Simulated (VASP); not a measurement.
Ni3Ge, 4 atoms in the cell. Symmetry: Pm-3m, No. 221, cubic system. Conventional cell: a = 3.485 Å, b = 3.485 Å, c = 3.485 Å, α = 90.00°, β = 90.00°, γ = 90.00°. Ni (site symmetry 4/mmm) has 8 Ni at 2.46 Å and 4 Ge at 2.46 Å within 3.3 Å. Ge (site symmetry m-3m) has 12 Ni at 2.46 Å within 3.3 Å. 

| Item | Value |
| --- | --- |
| Program | VASP 6.6.1 |
| Task | relaxation of cell and atoms |
| Functional | PBEsol |
| Potentials or basis | VASP PAW PBE potentials, release 64 (Ni, Ge_d) |
| Cutoff | 600 eV |
| k mesh | 12 × 12 × 12 |
| Occupations | gaussian, width 0.1 eV |
| Spin | no spin polarisation |
| Target pressure | 8 GPa |
| Dipole correction | no |
| Further INCAR settings | ALGO = Fast; EDIFF = 1e-07; IBRION = 2; EDIFFG = -0.008; NSW = 70; ISIF = 3 |

Potentials or basis: VASP PAW PBE potentials, release 64 (Ni, Ge_d).

Command:

```console
$ cat potpaw_PBE.64/Ni/POTCAR potpaw_PBE.64/Ge_d/POTCAR > POTCAR
$ mpirun -np 1 vasp_std > vasp.out
```

Hardware: 1 thread of Intel(R) Xeon(R) Platinum 8488C (Sapphire Rapids) (shared host).

Question: How long does it take, and how much memory?

Answer: It took 78 s on 1 thread of Intel(R) Xeon(R) Platinum 8488C (Sapphire Rapids), on a shared host, peak memory 0.22 GiB. Counts: scf iterations 18, k points 84, ion steps 1.
